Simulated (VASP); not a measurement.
# C (Fd-3m) in VASP: notebook, part 3 of 3

VASP 6.6.1. The steps go on from the part before.

**4. Single point, LDA**

This run uses another cell than the first one: it holds 4 atoms, not 2.

File INCAR:

```
SYSTEM = C
PREC = Accurate ; ENCUT = 520
EDIFF = 1E-6 ; ISMEAR = -1
SIGMA = 0.02 ; LREAL = .FALSE.
LASPH = .TRUE. ; NELM = 100
ALGO = Normal ; ISIF = 2
LWAVE = .FALSE. ; LCHARG = .TRUE.
GGA = CA ; LELF = .TRUE.
LVHAR = .TRUE. ; NBANDS = 16
```

File KPOINTS:

```
Automatic mesh
0
G
  10 7 10
  0 0 0
```

File POSCAR:

```
C
1.0
   -1.7658614237      1.7658614237      0.0000000000
    0.0000000000      0.0000000000      3.5317228474
    1.7658614237      1.7658614237      0.0000000000
C
4
Direct
    0.5000000000      0.3750000000      0.2500000000
    0.0000000000      0.8750000000      0.7500000000
    0.0000000000      0.1250000000      0.2500000000
    0.5000000000      0.6250000000      0.7500000000
```

Potentials or basis: VASP PAW LDA potentials, release 64 (C).

On the command line:

```sh
$ cat potpaw_LDA.64/C/POTCAR > POTCAR
$ mpirun -np 1 vasp_std > vasp.out
```

OUTCAR:

```text
SYSTEM = C
   PREC = Accurate
   ENCUT = 520
   EDIFF = 1E-6
   ISMEAR = -1
   LREAL = .FALSE.
   LASPH = .TRUE.
   NELM = 100
   ISIF = 2
   GGA = CA

 ion  position               nearest neighbor table
   1  0.500  0.375  0.250-   3 1.53   4 1.53   4 1.53   3 1.53
   2  0.000  0.875  0.750-   3 1.53   4 1.53   3 1.53   4 1.53
   3  0.000  0.125  0.250-   1 1.53   2 1.53   2 1.53   1 1.53
   4  0.500  0.625  0.750-   1 1.53   2 1.53   1 1.53   2 1.53

  LATTYP: Found a simple tetragonal cell.
 ALAT       =     2.4973051747
 C/A-ratio  =     1.4142135624

  Lattice vectors:

 A1 = (   1.7658614237,  -1.7658614237,   0.0000000000)
 A2 = (   1.7658614237,   1.7658614237,   0.0000000000)
 A3 = (   0.0000000000,   0.0000000000,   3.5317228474)

Analysis of symmetry for initial positions (statically):
=====================================================================
 Subroutine PRICEL returns following result:

  LATTYP: Found a face centered cubic cell.
 ALAT       =     3.5317228474

  Lattice vectors:

 A1 = (   1.7658614237,   0.0000000000,   1.7658614237)
 A2 = (   1.7658614237,   1.7658614237,   0.0000000000)
 A3 = (   0.0000000000,   1.7658614237,   1.7658614237)

   2 primitive cells build up your supercell.

 Routine SETGRP: Setting up the symmetry group for a
 simple tetragonal supercell.

 Subroutine GETGRP returns: Found 16 space group operations
 (whereof  4 operations were pure point group operations)
 out of a pool of 16 trial point group operations.

The static configuration has the point symmetry C_2h.
 The point group associated with its full space group is D_4h.

Analysis of symmetry for dynamics (positions and initial velocities):
=====================================================================
 Subroutine PRICEL returns following result:

  LATTYP: Found a face centered cubic cell.
 ALAT       =     3.5317228474

  Lattice vectors:

 A1 = (   1.7658614237,   0.0000000000,   1.7658614237)
 A2 = (   1.7658614237,   1.7658614237,   0.0000000000)
 A3 = (   0.0000000000,   1.7658614237,   1.7658614237)

   2 primitive cells build up your supercell.

 Routine SETGRP: Setting up the symmetry group for a
 simple tetragonal supercell.

 Subroutine GETGRP returns: Found 16 space group operations
 (whereof  4 operations were pure point group operations)
 out of a pool of 16 trial point group operations.

The dynamic configuration has the point symmetry C_2h.
 The point group associated with its full space group is D_4h.

 Subroutine INISYM returns: Found 16 space group operations
 (whereof  4 operations are pure point group operations),
 and found     2 'primitive' translations

----------------------------------------------------------------------------------------

                                     Primitive cell

  volume of cell :      11.0129

  direct lattice vectors                    reciprocal lattice vectors
     1.765861424  0.000000000  1.765861424     0.283147926 -0.283147926  0.283147926
     1.765861424  1.765861424  0.000000000     0.283147926  0.283147926 -0.283147926
     0.000000000  1.765861424  1.765861424    -0.283147926  0.283147926  0.283147926

  length of vectors
     2.497305175  2.497305175  2.497305175     0.490426594  0.490426594  0.490426594

[... 28 lines left out ...]
     0.000000000  0.000000000  0.000000000

 Subroutine IBZKPT returns following result:
 ===========================================

 Found     84 irreducible k-points:

 Following reciprocal coordinates:
            Coordinates               Weight
  0.000000  0.000000  0.000000      1.000000
  0.100000  0.000000  0.000000      4.000000
  0.200000  0.000000  0.000000      4.000000
  0.300000  0.000000  0.000000      4.000000
  0.400000  0.000000  0.000000      4.000000
  0.500000  0.000000  0.000000      2.000000
[... 16 lines left out ...]
  0.400000  0.428571  0.000000      8.000000
  0.500000  0.428571  0.000000      4.000000
 [... further k-points ...]
   k-points           NKPTS =     84   k-points in BZ     NKDIM =     84   number of bands    NBANDS=     16
   number of dos      NEDOS =    301   number of ions     NIONS =      4
   total plane-waves  NPLWV =  11200
   dimension x,y,z NGX =    20 NGY =   28 NGZ =   20
   dimension x,y,z NGXF=    40 NGYF=   56 NGZF=   40
   ions per type =               4
   NGX,Y,Z   is equivalent  to a cutoff of  13.31, 13.18, 13.31 a.u.
   NGXF,Y,Z  is equivalent  to a cutoff of  26.63, 26.36, 26.63 a.u.
 SYSTEM =  C
   PREC   = accura    normal or accurate (medium, high low for compatibility)
   ISTART =      0    job   : 0-new  1-cont  2-samecut
   ICHARG =      2    charge: 1-file 2-atom 10-const
   ISPIN  =      1    spin polarized calculation?
   LNONCOLLINEAR =      F non collinear calculations
   LSORBIT =      F    spin-orbit coupling
   LASPH  =      T    aspherical Exc in radial PAW
   ENCUT  =  520.0 eV  38.22 Ry    6.18 a.u.   4.64  6.57  4.64*2*pi/ulx,y,z
   NELM   =    100;   NELMIN=  2; NELMDL= -5     # of ELM steps
   EDIFF  = 0.1E-05   stopping-criterion for ELM
   LREAL  =      F    real-space projection
   EDIFFG = 0.1E-04   stopping-criterion for IOM
   NSW    =      0    number of steps for IOM
   IBRION =     -1    ionic relax: 0-MD 1-quasi-New 2-CG
   NFREE  =      0    steps in history (QN), initial steepest desc. (CG)
   ISIF   =      2    stress and relaxation
   ISYM   =      2    0-nonsym 1-usesym 2-fastsym
   POTIM  = 0.5000    time-step for ionic-motion
   TEBEG  =    0.0;   TEEND  =   0.0 temperature during run
   PSTRESS=    0.0 pullay stress
   NELECT =      16.0000    total number of electrons
   NUPDOWN=      -1.0000    fix difference up-down
   EMIN   =  10.00;   EMAX   =-10.00  energy-range for DOS
   EFERMI =   0.00;   METHOD = LEGACY
   ISMEAR =    -1;   SIGMA  =   0.02  broadening in eV -4-tet -1-fermi 0-gaus
   EFERMI_NEDOS =   21; number of points for ismear=-14 and -15
   IALGO  =     38    algorithm
   IMIX   =      4    mixing-type and parameters
     AMIX     =   0.40;   BMIX     =  1.00
     AMIX_MAG =   1.60;   BMIX_MAG =  1.00
  volume/ion in A,a.u.               =       5.51        37.16
  Fermi-wavevector in a.u.,A,eV,Ry     =   1.471651  2.781017 29.466915  2.165757
  Thomas-Fermi vector in A             =   2.586761
   LORBIT       =      0    0 simple, 1 ext, 2 COOP (PROOUT), +10 PAW based schemes
   GGA     = CA    functional components
   LHFCALC =     F    Hartree Fock is set to
   AEXX    =    0.0000 exact exchange contribution
   IVDW    =     0    specifies the selected vdW correction
   LEPSILON=     F    determine dielectric tensor
   LRPA    =     F    only Hartree local field effects (RPA)
 non-spin polarized calculation
  energy-cutoff  :      520.00
  volume of cell :       22.03
 maximum number of plane-waves:       609
 NGX is ok and might be reduce to    20

 number of electron      16.0000004 magnetization

 Free energy of the ion-electron system (eV)
  ---------------------------------------------------
  ext. energy  EPLUGINS =         0.00000000
  ---------------------------------------------------
  free energy    TOTEN  =       -40.49041301 eV

  energy without entropy =      -40.49041301  energy(sigma->0) =      -40.49041301

 E-fermi :  10.5499     XC(G=0): -13.6433

 val. band max:       10.1615795318   @ k =   0.0000   0.0000   0.0000
 cond. band min:      14.3318146063   @ k =   0.0000   0.2857   0.0000
 fundamental gap:      4.1702350745
 Fermi energy:        10.5499492882

 k-point     1 :       0.0000    0.0000    0.0000
  band No.  band energies     occupation
      1     -11.5555      2.00000
      2      -2.6572      2.00000
      3      -2.6572      2.00000
      4       3.6912      2.00000
      5       3.6912      2.00000
      6      10.1616      2.00000
[... 433 lines left out ...]
      3      -3.2962      2.00000
      4      -3.2962      2.00000
      5       7.1287      2.00000
      6       7.1287      2.00000
[... 8 lines left out ...]
     15      25.8479      0.00000
     16      25.8479      0.00000

 [... further k-points ...]
[... 5 lines left out ...]
  --------------------------------------------------------------------------------------
  -------------------------------------------------------------------------------------
  Total        0.2240375      0.2240375      0.2233286      0.0000000      0.0000000      0.0000000
  in kB       16.2967644     16.2967644     16.2451988      0.0000000      0.0000000      0.0000000
  external PRESSURE =      16.2795759 kB  Pullay stress =       0.0000000 kB

 VOLUME and BASIS-vectors are now :
 -----------------------------------------------------------------------------
  energy-cutoff  :      520.00
  volume of cell :       22.03
      direct lattice vectors                 reciprocal lattice vectors
    -1.765861424  1.765861424  0.000000000    -0.283147926  0.283147926  0.000000000
     0.000000000  0.000000000  3.531722847     0.000000000  0.000000000  0.283147926
     1.765861424  1.765861424  0.000000000     0.283147926  0.283147926  0.000000000

 POSITION                                       TOTAL-FORCE (eV/Angst)
 -----------------------------------------------------------------------------------
     -0.44147      1.32440      1.32440         0.000000      0.000000      0.000000
      1.32440      1.32440      3.09026         0.000000      0.000000     -0.000000
      0.44147      0.44147      0.44147        -0.000000     -0.000000      0.000000
      0.44147      2.20733      2.20733        -0.000000     -0.000000      0.000000
 -----------------------------------------------------------------------------------
    total drift:                                0.000000      0.000000      0.000000

  FREE ENERGIE OF THE ION-ELECTRON SYSTEM (eV)
  ---------------------------------------------------
  free  energy   TOTEN  =       -40.4904130068 eV

  energy  without entropy=      -40.4904130068  energy(sigma->0) =      -40.49041301
```

OSZICAR:

```text
N       E                     dE             d eps       ncg     rms          rms(c)
DAV:   1     0.936135192915E+01    0.93614E+01   -0.80957E+03  2712   0.968E+02
DAV:   2    -0.407258204323E+02   -0.50087E+02   -0.46609E+02  3928   0.177E+02
DAV:   3    -0.422221250410E+02   -0.14963E+01   -0.14928E+01  3088   0.257E+01
DAV:   4    -0.422276818360E+02   -0.55568E-02   -0.55564E-02  3304   0.200E+00
DAV:   5    -0.422277100217E+02   -0.28186E-04   -0.28186E-04  2984   0.121E-01    0.837E+00
DAV:   6    -0.409389737759E+02    0.12887E+01   -0.82277E-01  3000   0.563E+00    0.486E+00
DAV:   7    -0.404910733828E+02    0.44790E+00   -0.92222E-01  3232   0.612E+00    0.107E+00
DAV:   8    -0.404904426372E+02    0.63075E-03   -0.17958E-02  2848   0.918E-01    0.484E-02
DAV:   9    -0.404904094499E+02    0.33187E-04   -0.84251E-05  3104   0.736E-02    0.275E-02
DAV:  10    -0.404904131902E+02   -0.37403E-05   -0.53682E-06  3232   0.173E-02    0.508E-03
DAV:  11    -0.404904130068E+02    0.18341E-06   -0.71441E-07  1672   0.544E-03
   1 F= -.40490413E+02 E0= -.40490413E+02  d E =-.129716E-10
```

stdout:

```text
POSCAR found type information on POSCAR C
 POSCAR found :  1 types and       4 ions
 scaLAPACK will be used
 LDA part: xc-table for (Slater(with rela. corr.)+CA(PZ))
 , standard interpolation
 POSCAR, INCAR and KPOINTS ok, starting setup
 FFT: planning ... GRIDC
 FFT: planning ... GRID_SOFT
 FFT: planning ... GRID
 WAVECAR not read
 entering main loop
```

It took 19 s on 1 thread of Intel Xeon Platinum 8488C (Sapphire Rapids), shared host; peak memory 0.12 GiB.

Results:

- Free energy: -40.4904 eV
- Pressure: 1.6 GPa
- Band gap on the k mesh: 4.17 eV

Levels at points of the mesh, in eV from the valence-band top:
```csv
k point,band 5,band 6,band 7,band 8,band 9,band 10,band 11,band 12
"(0.00, 0.00, 0.00)",-6.47,0.00,0.00,0.00,4.77,4.77,5.63,5.63
"(0.50, 0.00, 0.00)",-7.80,-7.80,-3.09,-3.09,8.03,8.03,10.14,10.14
"(0.50, 0.00, 0.50)",-6.47,-6.47,-6.47,-6.47,4.77,4.77,4.77,4.77
```

A k mesh can miss the band edges. LDA gaps usually lie below the measured ones, often by a third to a half.
